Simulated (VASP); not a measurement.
Input of a VASP 6.6.1 run:

The input INCAR:

```
PREC = Accurate ; ENCUT = 600
EDIFF = 1E-6 ; ISMEAR = -1
SIGMA = 0.05 ; LREAL = F
LASPH = T ; NELM = 60
ALGO = Normal ; ISIF = 3
LWAVE = F ; LCHARG = F
GGA = PE ; IBRION = 2
NSW = 100 ; EDIFFG = -0.005
```

Contents of KPOINTS:

```
Automatic mesh
0
Gamma
  8 8 9
```

POSCAR

```
Hg
1.0
    4.6579744788      0.0000000000      0.0000000000
   -2.3289872394      4.0339242288      0.0000000000
    0.0000000000      0.0000000000      3.9705641482
Hg
3
Direct
    0.3333333333      0.6666666667      0.5000000000
    0.0000000000      0.0000000000      0.0000000000
    0.6666666667      0.3333333333      0.5000000000
```

Potentials or basis: VASP PAW PBE potentials, release 64 (Hg).

The run is started by

```console
$ cat potpaw_PBE.64/Hg/POTCAR > POTCAR
$ mpirun -np 1 vasp_std > vasp.out
```

(1) Estimate the relaxed cell.

(2) Estimate the band gap on the k mesh.

(3) Estimate the space group after relaxing (to 0.1 Å).

## Answers

(1) a = 5.596 Å, b = 5.596 Å, c = 3.297 Å, α = 90.00°, β = 90.00°, γ = 120.00°.

(2) zero (bands 18 and 19 overlap by 1.82 eV).

(3) P6/mmm (No. 191).

Caveat: spin-orbit coupling is left out, which moves the levels of the heavy elements.
